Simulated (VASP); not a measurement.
# MgO (P6_3mc) in VASP: a series of runs

Runs on MgO. Level: PBEsol. Tasks: single point.

All numbers are computed with VASP 6.6.1; they aren't measurements. Logs are shortened: lines on timing, memory, paths and dates and some standing lists are left out, and cuts for length are marked.

## 1. The cell of the first run

It takes space group P6_3mc (No. 186, hexagonal). The conventional cell has a = 3.220 Å, b = 3.220 Å, c = 5.284 Å, α = 90.00°, β = 90.00°, γ = 120.00°. Within 2.6 Å of Mg (site symmetry 3m) lie 4 O at 1.95 to 2.04 Å. O (site symmetry 3m) has 4 Mg at 1.95 to 2.04 Å within 2.6 Å.

## 2. Single point, PBEsol (c/a of the conventional cell at fixed volume 1.6410)

Input file INCAR:

```
SYSTEM = MgO
PREC = Accurate
ENCUT = 520
EDIFF = 1E-6
ISMEAR = 0
SIGMA = 0.05
LREAL = .FALSE.
LASPH = .TRUE.
NELM = 60
ALGO = Normal
ISIF = 2
LWAVE = .FALSE.
LCHARG = .TRUE.
GGA = PS
LELF = .TRUE.
LVHAR = .TRUE.
NBANDS = 16
```

Input file KPOINTS:

```
Automatic mesh
0
G
  9 9 6
  0 0 0
```

Input file POSCAR:

```
MgO
1.0
    3.2197892641      0.0000000000      0.0000000000
   -1.6098946321      2.7884192976      0.0000000000
    0.0000000000      0.0000000000      5.2836741825
Mg O
2 2
Direct
    0.3333333333      0.6666666667      0.0154725274
    0.6666666667      0.3333333333      0.5154725274
    0.3333333333      0.6666666667      0.4009416620
    0.6666666667      0.3333333333      0.9009416620
```

Potentials or basis: VASP PAW PBE potentials, release 64 (Mg, O).

The run is started by

```bash
cat potpaw_PBE.64/Mg/POTCAR potpaw_PBE.64/O/POTCAR > POTCAR
mpirun -np 1 vasp_std > vasp.out
```

OUTCAR:

```text
SYSTEM = MgO
   PREC = Accurate
   ENCUT = 520
   EDIFF = 1E-6
   ISMEAR = 0
   LREAL = .FALSE.
   LASPH = .TRUE.
   NELM = 60
   ISIF = 2
   GGA = PS

 ion  position               nearest neighbor table
   1  0.333  0.667  0.015-   4 1.95   4 1.95   4 1.95   3 2.04   2 3.23   2 3.23   2 3.23   2 3.23
                             2 3.23   2 3.23
   2  0.667  0.333  0.515-   3 1.95   3 1.95   3 1.95   4 2.04   1 3.23   1 3.23   1 3.23   1 3.23
                             1 3.23   1 3.23
   3  0.333  0.667  0.401-   2 1.95   2 1.95   2 1.95   1 2.04
   4  0.667  0.333  0.901-   1 1.95   1 1.95   1 1.95   2 2.04

  LATTYP: Found a hexagonal cell.
 ALAT       =     3.2197892641
 C/A-ratio  =     1.6410000000

  Lattice vectors:

 A1 = (   3.2197892641,   0.0000000000,   0.0000000000)
 A2 = (  -1.6098946321,   2.7884192976,   0.0000000000)
 A3 = (   0.0000000000,   0.0000000000,   5.2836741825)

Analysis of symmetry for initial positions (statically):
=====================================================================
 Subroutine PRICEL returns:
 Original cell was already a primitive cell.

 Routine SETGRP: Setting up the symmetry group for a
 hexagonal supercell.

 Subroutine GETGRP returns: Found 12 space group operations
 (whereof  6 operations were pure point group operations)
 out of a pool of 24 trial point group operations.

The static configuration has the point symmetry C_3v.
 The point group associated with its full space group is C_6v.

Analysis of symmetry for dynamics (positions and initial velocities):
=====================================================================
 Subroutine PRICEL returns:
 Original cell was already a primitive cell.

 Routine SETGRP: Setting up the symmetry group for a
 hexagonal supercell.

 Subroutine GETGRP returns: Found 12 space group operations
 (whereof  6 operations were pure point group operations)
 out of a pool of 24 trial point group operations.

The dynamic configuration has the point symmetry C_3v.
 The point group associated with its full space group is C_6v.

 Subroutine INISYM returns: Found 12 space group operations
 (whereof  6 operations are pure point group operations),
 and found     1 'primitive' translations

----------------------------------------------------------------------------------------

                                     Primitive cell

  volume of cell :      47.4375

  direct lattice vectors                    reciprocal lattice vectors
     3.219789264  0.000000000  0.000000000     0.310579332  0.179313061  0.000000000
    -1.609894632  2.788419298  0.000000000     0.000000000  0.358626122  0.000000000
     0.000000000  0.000000000  5.283674183     0.000000000  0.000000000  0.189262238
[... 90 lines left out ...]
   EDIFFG = 0.1E-04   stopping-criterion for IOM
   NSW    =      0    number of steps for IOM
   IBRION =     -1    ionic relax: 0-MD 1-quasi-New 2-CG
   NFREE  =      0    steps in history (QN), initial steepest desc. (CG)
   ISIF   =      2    stress and relaxation
   ISYM   =      2    0-nonsym 1-usesym 2-fastsym
   POTIM  = 0.5000    time-step for ionic-motion
   TEBEG  =    0.0;   TEEND  =   0.0 temperature during run
   PSTRESS=    0.0 pullay stress
   NELECT =      16.0000    total number of electrons
   NUPDOWN=      -1.0000    fix difference up-down
   EMIN   =  10.00;   EMAX   =-10.00  energy-range for DOS
   EFERMI =   0.00;   METHOD = LEGACY
   ISMEAR =     0;   SIGMA  =   0.05  broadening in eV -4-tet -1-fermi 0-gaus
   EFERMI_NEDOS =   21; number of points for ismear=-14 and -15
   IALGO  =     38    algorithm
   IMIX   =      4    mixing-type and parameters
     AMIX     =   0.40;   BMIX     =  1.00
     AMIX_MAG =   1.60;   BMIX_MAG =  1.00
  volume/ion in A,a.u.               =      11.86        80.03
  Fermi-wavevector in a.u.,A,eV,Ry     =   1.139570  2.153475 17.668792  1.298620
  Thomas-Fermi vector in A             =   2.276273
   LORBIT       =      0    0 simple, 1 ext, 2 COOP (PROOUT), +10 PAW based schemes
   GGA     = PS    functional components
   LHFCALC =     F    Hartree Fock is set to
   AEXX    =    0.0000 exact exchange contribution
   IVDW    =     0    specifies the selected vdW correction
   LEPSILON=     F    determine dielectric tensor
   LRPA    =     F    only Hartree local field effects (RPA)
 non-spin polarized calculation
 Gauss-broadening in eV      SIGMA  =   0.05
  energy-cutoff  :      520.00
  volume of cell :       47.44
 maximum number of plane-waves:      1302
 NGX is ok and might be reduce to    24
   NGX = 11   NGY = 11   NGZ = 19

 number of electron      16.0000002 magnetization

 Free energy of the ion-electron system (eV)
  ---------------------------------------------------
  ext. energy  EPLUGINS =         0.00000000
  ---------------------------------------------------
  free energy    TOTEN  =       -24.49980577 eV

  energy without entropy =      -24.49980577  energy(sigma->0) =      -24.49980577

 E-fermi :   0.9424     XC(G=0):  -9.9548

 val. band max:        0.7289622314   @ k =   0.0000   0.0000   0.0000
 cond. band min:       4.3004920508   @ k =   0.0000   0.0000   0.0000
 fundamental gap:      3.5715298193
 Fermi energy:         0.9424322736

 k-point     1 :       0.0000    0.0000    0.0000
  band No.  band energies     occupation
      1     -15.1807      2.00000
      2     -14.4954      2.00000
      3      -2.4674      2.00000
      4       0.4244      2.00000
      5       0.4244      2.00000
      6       0.6422      2.00000
[... 433 lines left out ...]
      3      -1.6541      2.00000
      4      -1.1770      2.00000
      5      -1.1770      2.00000
      6      -0.6120      2.00000
[... 8 lines left out ...]
     15      14.3555      0.00000
     16      18.5174      0.00000

 [... further k-points ...]
[... 5 lines left out ...]
  --------------------------------------------------------------------------------------
  -------------------------------------------------------------------------------------
  Total        1.2060763      1.2060763     -1.6623962     -0.0000000      0.0000000      0.0000000
  in kB       40.7346322     40.7346322    -56.1466143     -0.0000000      0.0000000      0.0000000
  external PRESSURE =       8.4408834 kB  Pullay stress =       0.0000000 kB

 VOLUME and BASIS-vectors are now :
 -----------------------------------------------------------------------------
  energy-cutoff  :      520.00
  volume of cell :       47.44
      direct lattice vectors                 reciprocal lattice vectors
     3.219789264  0.000000000  0.000000000     0.310579332  0.179313061  0.000000000
    -1.609894632  2.788419298  0.000000000     0.000000000  0.358626122  0.000000000
     0.000000000  0.000000000  5.283674183     0.000000000  0.000000000  0.189262238

 POSITION                                       TOTAL-FORCE (eV/Angst)
 -----------------------------------------------------------------------------------
     -0.00000      1.85895      0.08175         0.000000      0.000000      0.299874
      1.60989      0.92947      2.72359        -0.000000     -0.000000      0.299874
     -0.00000      1.85895      2.11845         0.000000     -0.000000     -0.299874
      1.60989      0.92947      4.76028        -0.000000      0.000000     -0.299874
 -----------------------------------------------------------------------------------
    total drift:                               -0.000000      0.000000      0.002096

  FREE ENERGIE OF THE ION-ELECTRON SYSTEM (eV)
  ---------------------------------------------------
  free  energy   TOTEN  =       -24.4998057665 eV

  energy  without entropy=      -24.4998057665  energy(sigma->0) =      -24.49980577
```

OSZICAR:

```text
N       E                     dE             d eps       ncg     rms          rms(c)
DAV:   1     0.581054543218E+02    0.58105E+02   -0.74353E+03  1536   0.883E+02
DAV:   2    -0.244099424819E+02   -0.82515E+02   -0.75968E+02  2088   0.192E+02
DAV:   3    -0.284094557313E+02   -0.39995E+01   -0.39870E+01  1760   0.439E+01
DAV:   4    -0.284260358585E+02   -0.16580E-01   -0.16580E-01  1976   0.333E+00
DAV:   5    -0.284261166033E+02   -0.80745E-04   -0.80745E-04  1808   0.224E-01    0.110E+01
DAV:   6    -0.246058359771E+02    0.38203E+01   -0.10978E+01  1536   0.246E+01    0.384E+00
DAV:   7    -0.245308778677E+02    0.74958E-01   -0.17075E-01  1552   0.328E+00    0.216E+00
DAV:   8    -0.245017201624E+02    0.29158E-01   -0.93030E-02  1640   0.328E+00    0.486E-01
DAV:   9    -0.244994711941E+02    0.22490E-02   -0.32071E-03  1896   0.502E-01    0.172E-01
DAV:  10    -0.244997974291E+02   -0.32623E-03   -0.74337E-04  1592   0.193E-01    0.140E-02
DAV:  11    -0.244998043893E+02   -0.69602E-05   -0.13020E-05  1960   0.242E-02    0.117E-02
DAV:  12    -0.244998058914E+02   -0.15021E-05   -0.17127E-06  1544   0.115E-02    0.346E-03
DAV:  13    -0.244998057665E+02    0.12490E-06   -0.20163E-07   816   0.432E-03
   1 F= -.24499806E+02 E0= -.24499806E+02  d E =-.770556E-12
```

It took 17 s on 1 thread of Intel Xeon Platinum 8488C (Sapphire Rapids), shared host; peak memory 0.17 GiB.

What came out:

* Free energy: -24.4998 eV
* Pressure: 0.8 GPa
* Largest force: 0.300 eV/Å
* Band gap on the k mesh: 3.57 eV, direct

Forces in eV/Å, atoms in the order of the input:
```
Mg   0.000  0.000  0.300
Mg   0.000  0.000  0.300
O    0.000  0.000 -0.300
O    0.000  0.000 -0.300
```

Caveat: the PAW data sets were made with another functional, which shifts forces and pressure a little. A k mesh can miss the band edges.

## 3. Single point, PBEsol (c/a of the conventional cell at fixed volume 1.6106)

Input file INCAR:

```
PREC = Accurate
ENCUT = 520
EDIFF = 1E-7
ISMEAR = 0
SIGMA = 0.05
LREAL = F
LASPH = T
NELM = 60
ALGO = Normal
ISIF = 2
LWAVE = F
LCHARG = F
GGA = PS
NBANDS = 16
```

Input file KPOINTS:

```
regular mesh
0
Gamma
  9 9 6
```

Input file POSCAR:

```
MgO
1.0
    3.2399209199      0.0000000000      0.0000000000
   -1.6199604600      2.8058538229      0.0000000000
    0.0000000000      0.0000000000      5.2182166336
Mg O
2 2
Direct
    0.3333333333      0.6666666667      0.0508752499
    0.6666666667      0.3333333333      0.5508752499
    0.3333333333      0.6666666667      0.4009416620
    0.6666666667      0.3333333333      0.9009416620
```

Potentials or basis: VASP PAW PBE potentials, release 64 (Mg, O).

The run is started by

```bash
cat potpaw_PBE.64/Mg/POTCAR potpaw_PBE.64/O/POTCAR > POTCAR
mpirun -np 1 vasp_std > vasp.out
```

OUTCAR:

```text
PREC = Accurate
   ENCUT = 520
   EDIFF = 1E-7
   ISMEAR = 0
   LREAL = F
   LASPH = T
   NELM = 60
   ISIF = 2
   GGA = PS

 ion  position               nearest neighbor table
   1  0.333  0.667  0.051-   3 1.83   4 2.03   4 2.03   4 2.03   2 3.21   2 3.21   2 3.21   2 3.21
                             2 3.21   2 3.21
   2  0.667  0.333  0.551-   4 1.83   3 2.03   3 2.03   3 2.03   1 3.21   1 3.21   1 3.21   1 3.21
                             1 3.21   1 3.21
   3  0.333  0.667  0.401-   1 1.83   2 2.03   2 2.03   2 2.03
   4  0.667  0.333  0.901-   2 1.83   1 2.03   1 2.03   1 2.03

[... 652 lines left out ...]

 [... further k-points ...]
[... 5 lines left out ...]
  --------------------------------------------------------------------------------------
  -------------------------------------------------------------------------------------
  Total       -0.8753609     -0.8753609      4.4625175      0.0000000      0.0000000      0.0000000
  in kB      -29.5648844    -29.5648844    150.7193308      0.0000000      0.0000000      0.0000000
  external PRESSURE =      30.5298540 kB  Pullay stress =       0.0000000 kB

 VOLUME and BASIS-vectors are now :
 -----------------------------------------------------------------------------
  energy-cutoff  :      520.00
  volume of cell :       47.44
      direct lattice vectors                 reciprocal lattice vectors
     3.239920920  0.000000000  0.000000000     0.308649509  0.178198877  0.000000000
    -1.619960460  2.805853823  0.000000000     0.000000000  0.356397754  0.000000000
     0.000000000  0.000000000  5.218216634     0.000000000  0.000000000  0.191636352

 POSITION                                       TOTAL-FORCE (eV/Angst)
 -----------------------------------------------------------------------------------
     -0.00000      1.87057      0.26548         0.000000      0.000000     -2.042185
      1.61996      0.93528      2.87459        -0.000000      0.000000     -2.042185
     -0.00000      1.87057      2.09220         0.000000      0.000000      2.042185
      1.61996      0.93528      4.70131        -0.000000     -0.000000      2.042185
 -----------------------------------------------------------------------------------
    total drift:                               -0.000000      0.000000      0.001107

  FREE ENERGIE OF THE ION-ELECTRON SYSTEM (eV)
  ---------------------------------------------------
  free  energy   TOTEN  =       -24.2419696932 eV

  energy  without entropy=      -24.2419696932  energy(sigma->0) =      -24.24196969
```

It took 17 s on 1 thread of Intel Xeon Platinum 8488C (Sapphire Rapids), shared host; peak memory 0.17 GiB.

What came out:

| Quantity | Value |
| --- | --- |
| Free energy | -24.2420 eV |
| Pressure | 3.1 GPa |
| Largest force | 2.042 eV/Å |
| Band gap on the k mesh | 3.53 eV, direct |

Forces in eV/Å, atoms in the order of the input:
```
Mg   0.000  0.000 -2.042
Mg   0.000  0.000 -2.042
O    0.000  0.000  2.042
O    0.000  0.000  2.042
```

Levels at points of the mesh, in eV from the valence-band top:
```csv
k point,band 6,band 7,band 8,band 9,band 10,band 11
"(0.00, 0.00, 0.00)",-0.21,0.00,0.00,3.53,8.28,9.82
"(0.00, 0.00, 0.50)",-0.11,-0.11,-0.11,5.81,5.81,12.77
```

Caveat: the PAW data sets were made with another functional, which shifts forces and pressure a little. A k mesh can miss the band edges.

## 4. Single point, PBEsol (c/a of the conventional cell at fixed volume 1.6410)

Input file INCAR:

```
ALGO = Normal
EDIFF = 1E-6
ENCUT = 520
GGA = PS
ISIF = 2
ISMEAR = 0
LASPH = T
LCHARG = F
LREAL = F
LWAVE = F
NBANDS = 16
NELM = 100
PREC = Accurate
SIGMA = 0.05
```

Input file KPOINTS:

```
k-points
0
Gamma
  9 9 6
```

Input file POSCAR:

```
MgO
1.0
    3.2197892641      0.0000000000      0.0000000000
   -1.6098946321      2.7884192976      0.0000000000
    0.0000000000      0.0000000000      5.2836741825
Mg O
2 2
Direct
    0.3333333333      0.6666666667     -0.0317643073
    0.6666666667      0.3333333333      0.4682356927
    0.3333333333      0.6666666667      0.4009416620
    0.6666666667      0.3333333333      0.9009416620
```

The run is started by

```bash
cat potpaw_PBE.64/Mg/POTCAR potpaw_PBE.64/O/POTCAR > POTCAR
mpirun -np 1 vasp_std > vasp.out
```

Run time: 16 s. Hardware: 1 thread of Intel Xeon Platinum 8488C (Sapphire Rapids), shared host; peak memory 0.17 GiB.

Results (log left out):

```
Free energy            : -24.1282 eV
Pressure               : 5.2 GPa
Largest force          : 0.918 eV/Å
Band gap on the k mesh : 3.20 eV, direct
```

Forces on the atoms (eV/Å):
```
Mg   0.000  0.000  0.918
Mg   0.000  0.000  0.918
O    0.000  0.000 -0.918
O    0.000  0.000 -0.918
```

Stress tensor (GPa, compression positive):
```
 13.11   0.00   0.00
  0.00  13.11   0.00
  0.00   0.00 -10.75
```

Levels at points of the mesh, in eV from the valence-band top:
| k point | band 5 | band 6 | band 7 | band 8 | band 9 | band 10 | band 11 | band 12 |
| --- | --- | --- | --- | --- | --- | --- | --- | --- |
| (0.00, 0.00, 0.00) | -0.84 | -0.59 | -0.59 | 0.00 | 3.20 | 8.69 | 9.59 | 14.79 |
| (0.00, 0.00, 0.50) | -0.72 | -0.72 | -0.72 | -0.72 | 5.82 | 5.82 | 12.44 | 12.44 |

Caveat: the PAW data sets were made with another functional, which shifts forces and pressure a little. A k mesh can miss the band edges.
